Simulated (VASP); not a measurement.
# CaO in VASP: further runs, part 2 of 2

VASP 6.6.1.

**3. Single point, r2SCAN (epitaxial 111 strain -1.6%)**

Input file POSCAR:

```
CaO
1.0
    0.0411374376      2.3993677344      2.3993677344
    2.3993677344      0.0411374376      2.3993677344
    2.3993677344      2.3993677344      0.0411374376
Ca O
1 1
Direct
    0.0000000000      0.0000000000      0.0000000000
    0.5000000000      0.5000000000      0.5000000000
```

Input file INCAR.step1:

```
PREC = Accurate
ENCUT = 520
ISMEAR = 0
SIGMA = 0.01
LREAL = F
LASPH = T
NELM = 100
NBANDS = 15
GGA = PE
ALGO = Normal
EDIFF = 1E-4
LWAVE = T
LCHARG = F
```

Input file INCAR.step2:

```
PREC = Accurate
ENCUT = 520
EDIFF = 1E-7
ISMEAR = 0
SIGMA = 0.01
LREAL = F
LASPH = T
NELM = 100
ALGO = Normal
ISIF = 2
LWAVE = F
LCHARG = F
METAGGA = R2SCAN
LMIXTAU = T
NBANDS = 15
ISTART = 1
```

Input file KPOINTS:

```
regular mesh
0
Gamma
  10 10 10
```

Potentials or basis: VASP PAW PBE potentials, release 64 (Ca_sv, O).

Command:

```sh
$ cat potpaw_PBE.64/Ca_sv/POTCAR potpaw_PBE.64/O/POTCAR > POTCAR
$ cp INCAR.step1 INCAR
$ mpirun -np 1 vasp_std > vasp.out
$ cp INCAR.step2 INCAR
$ mpirun -np 1 vasp_std > vasp.out
```

OUTCAR:

```text
PREC = Accurate
   ENCUT = 520
   EDIFF = 1E-7
   ISMEAR = 0
   LREAL = F
   LASPH = T
   NELM = 100
   ISIF = 2
   METAGGA = R2SCAN
   ISTART = 1

 ion  position               nearest neighbor table
   1  0.000  0.000  0.000-   2 2.38   2 2.38   2 2.38   2 2.38   2 2.38   2 2.38
   2  0.500  0.500  0.500-   1 2.38   1 2.38   1 2.38   1 2.38   1 2.38   1 2.38

  LATTYP: Found a trigonal (rhomboedric) cell.
 ALAT       =     3.3934677453
 COS(alpha) =     0.5170691183

  Lattice vectors:

 A1 = (   0.0411374376,   2.3993677344,   2.3993677344)
 A2 = (   2.3993677344,   0.0411374376,   2.3993677344)
 A3 = (   2.3993677344,   2.3993677344,   0.0411374376)

Analysis of symmetry for initial positions (statically):
=====================================================================
 Subroutine PRICEL returns:
 Original cell was already a primitive cell.

 Routine SETGRP: Setting up the symmetry group for a
 trigonal (rhombohedral) supercell.

 Subroutine GETGRP returns: Found 12 space group operations
 (whereof 12 operations were pure point group operations)
 out of a pool of 12 trial point group operations.

The static configuration has the point symmetry D_3d.

Analysis of symmetry for dynamics (positions and initial velocities):
=====================================================================
 Subroutine PRICEL returns:
 Original cell was already a primitive cell.

 Routine SETGRP: Setting up the symmetry group for a
 trigonal (rhombohedral) supercell.

 Subroutine GETGRP returns: Found 12 space group operations
 (whereof 12 operations were pure point group operations)
 out of a pool of 12 trial point group operations.

The dynamic configuration has the point symmetry D_3d.

 Subroutine INISYM returns: Found 12 space group operations
 (whereof 12 operations are pure point group operations),
 and found     1 'primitive' translations

----------------------------------------------------------------------------------------

                                     Primitive cell

  volume of cell :      26.9157

  direct lattice vectors                    reciprocal lattice vectors
     0.041137438  2.399367734  2.399367734    -0.213825532  0.210221264  0.210221264
     2.399367734  0.041137438  2.399367734     0.210221264 -0.213825532  0.210221264
     2.399367734  2.399367734  0.041137438     0.210221264  0.210221264 -0.213825532

  length of vectors
     3.393467745  3.393467745  3.393467745     0.366206659  0.366206659  0.366206659

  position of ions in fractional coordinates (direct lattice)
     0.000000000  0.000000000  0.000000000
     0.500000000  0.500000000  0.500000000

  ion indices of the primitive-cell ions
   primitive index   ion index
                 1           1
                 2           2

----------------------------------------------------------------------------------------

 KPOINTS: regular mesh

Automatic generation of k-mesh.
 Grid dimensions read from file:
 generate k-points for:   10   10   10
[... 26 lines left out ...]
  0.500000  0.000000  0.000000      3.000000
[... 16 lines left out ...]
  0.300000  0.300000 -0.000000      6.000000
  0.400000  0.300000 -0.000000     12.000000
 [... further k-points ...]
   k-points           NKPTS =    116   k-points in BZ     NKDIM =    116   number of bands    NBANDS=     15
   number of dos      NEDOS =    301   number of ions     NIONS =      2
   total plane-waves  NPLWV =  21952
   dimension x,y,z NGX =    28 NGY =   28 NGZ =   28
   dimension x,y,z NGXF=    56 NGYF=   56 NGZF=   56
   ions per type =               1   1
   NGX,Y,Z   is equivalent  to a cutoff of  13.72, 13.72, 13.72 a.u.
   NGXF,Y,Z  is equivalent  to a cutoff of  27.43, 27.43, 27.43 a.u.
 SYSTEM =  unknown system
   PREC   = accura    normal or accurate (medium, high low for compatibility)
   ISTART =      1    job   : 0-new  1-cont  2-samecut
   ICHARG =      0    charge: 1-file 2-atom 10-const
   ISPIN  =      1    spin polarized calculation?
   LNONCOLLINEAR =      F non collinear calculations
   LSORBIT =      F    spin-orbit coupling
   LASPH  =      T    aspherical Exc in radial PAW
   ENCUT  =  520.0 eV  38.22 Ry    6.18 a.u.   6.31  6.31  6.31*2*pi/ulx,y,z
   NELM   =    100;   NELMIN=  2; NELMDL=  0     # of ELM steps
   EDIFF  = 0.1E-06   stopping-criterion for ELM
   LREAL  =      F    real-space projection
   EDIFFG = 0.1E-05   stopping-criterion for IOM
   NSW    =      0    number of steps for IOM
   IBRION =     -1    ionic relax: 0-MD 1-quasi-New 2-CG
   NFREE  =      0    steps in history (QN), initial steepest desc. (CG)
   ISIF   =      2    stress and relaxation
   ISYM   =      2    0-nonsym 1-usesym 2-fastsym
   POTIM  = 0.5000    time-step for ionic-motion
   TEBEG  =    0.0;   TEEND  =   0.0 temperature during run
   PSTRESS=    0.0 pullay stress
   NELECT =      16.0000    total number of electrons
   NUPDOWN=      -1.0000    fix difference up-down
   EMIN   =  10.00;   EMAX   =-10.00  energy-range for DOS
   EFERMI =   0.00;   METHOD = LEGACY
   ISMEAR =     0;   SIGMA  =   0.01  broadening in eV -4-tet -1-fermi 0-gaus
   EFERMI_NEDOS =   21; number of points for ismear=-14 and -15
   IALGO  =     38    algorithm
   IMIX   =      4    mixing-type and parameters
     AMIX     =   0.40;   BMIX     =  1.00
     AMIX_MAG =   1.60;   BMIX_MAG =  1.00
  volume/ion in A,a.u.               =      13.46        90.82
  Fermi-wavevector in a.u.,A,eV,Ry     =   1.376510  2.601227 25.780043  1.894780
  Thomas-Fermi vector in A             =   2.501748
   LORBIT       =      0    0 simple, 1 ext, 2 COOP (PROOUT), +10 PAW based schemes
   METAGGA = R2SCAN    functional components
   LHFCALC =     F    Hartree Fock is set to
   AEXX    =    0.0000 exact exchange contribution
   IVDW    =     0    specifies the selected vdW correction
   LEPSILON=     F    determine dielectric tensor
   LRPA    =     F    only Hartree local field effects (RPA)
 non-spin polarized calculation
 Gauss-broadening in eV      SIGMA  =   0.01
  energy-cutoff  :      520.00
  volume of cell :       26.92
 maximum number of plane-waves:       739
 NGX is ok and might be reduce to    28
   NGX = 13   NGY = 13   NGZ = 13

 number of electron      15.9999998 magnetization

 Free energy of the ion-electron system (eV)
  ---------------------------------------------------
  ext. energy  EPLUGINS =         0.00000000
  ---------------------------------------------------
  free energy    TOTEN  =       -19.43592845 eV

  energy without entropy =      -19.43592845  energy(sigma->0) =      -19.43592845

 E-fermi :   2.3582     XC(G=0): -11.2389

 val. band max:        2.2255982456   @ k =   0.0000   0.0000   0.0000
 cond. band min:       6.3678643536   @ k =   0.5000   0.5000  -0.0000
 fundamental gap:      4.1422661080
 Fermi energy:         2.3582310112

 k-point     1 :       0.0000    0.0000    0.0000
  band No.  band energies     occupation
      1     -36.7405      2.00000
      2     -16.6104      2.00000
      3     -16.6073      2.00000
      4     -16.6073      2.00000
      5     -14.3397      2.00000
      6       2.1347      2.00000
      7       2.2256      2.00000
      8       2.2256      2.00000
      9       7.8671      0.00000
     10       8.9616      0.00000
     11       9.2026      0.00000
     12       9.2027      0.00000
     13      10.7759      0.00000
     14      10.7759      0.00000
[... 401 lines left out ...]
      2     -17.3773      2.00000
      3     -16.8282      2.00000
      4     -16.8002      2.00000
      5     -13.7404      2.00000
      6       0.5067      2.00000
      7       1.6649      2.00000
      8       1.7047      2.00000
      9       7.0810      0.00000
     10      10.8170      0.00000
     11      11.8659      0.00000
     12      11.9333      0.00000
     13      12.0937      0.00000
     14      14.1417      0.00000
     15      19.3424      0.00000

 [... further k-points ...]

------------------------ aborting loop because EDIFF is reached ----------------------------------------

  FORCE on cell =-STRESS in cart. coord.  units (eV):
  Direction    XX          YY          ZZ          XY          YZ          ZX
  --------------------------------------------------------------------------------------
  -------------------------------------------------------------------------------------
  Total        0.6832037      0.6832037      0.6832037     -0.2384316     -0.2384316     -0.2384316
  in kB       40.6681504     40.6681504     40.6681504    -14.1927977    -14.1927977    -14.1927977
  external PRESSURE =      40.6681504 kB  Pullay stress =       0.0000000 kB

 VOLUME and BASIS-vectors are now :
 -----------------------------------------------------------------------------
  energy-cutoff  :      520.00
  volume of cell :       26.92
      direct lattice vectors                 reciprocal lattice vectors
     0.041137438  2.399367734  2.399367734    -0.213825532  0.210221264  0.210221264
     2.399367734  0.041137438  2.399367734     0.210221264 -0.213825532  0.210221264
     2.399367734  2.399367734  0.041137438     0.210221264  0.210221264 -0.213825532

 POSITION                                       TOTAL-FORCE (eV/Angst)
 -----------------------------------------------------------------------------------
      0.00000      0.00000      0.00000         0.000000      0.000000     -0.000000
      2.41994      2.41994      2.41994        -0.000000     -0.000000      0.000000
 -----------------------------------------------------------------------------------
    total drift:                                0.000000      0.000000      0.000000

  FREE ENERGIE OF THE ION-ELECTRON SYSTEM (eV)
  ---------------------------------------------------
  free  energy   TOTEN  =       -19.4359284498 eV

  energy  without entropy=      -19.4359284498  energy(sigma->0) =      -19.43592845
```

Run time: 6.2 min. Hardware: 1 thread of AMD EPYC 7R43 (Zen 3), shared host; peak memory 0.16 GiB.

What came out:

```yaml
Free_energy: -19.4359 eV
Pressure: 4.1 GPa
Band_gap_on_the_k_mesh: 4.14 eV, indirect (least direct gap 4.50 eV)
```

Caveat: the cell differs from its parent crystal (epitaxial 111 strain -1.6%); the PAW data sets were made with another functional, which shifts forces and pressure a little. A k mesh can miss the band edges.
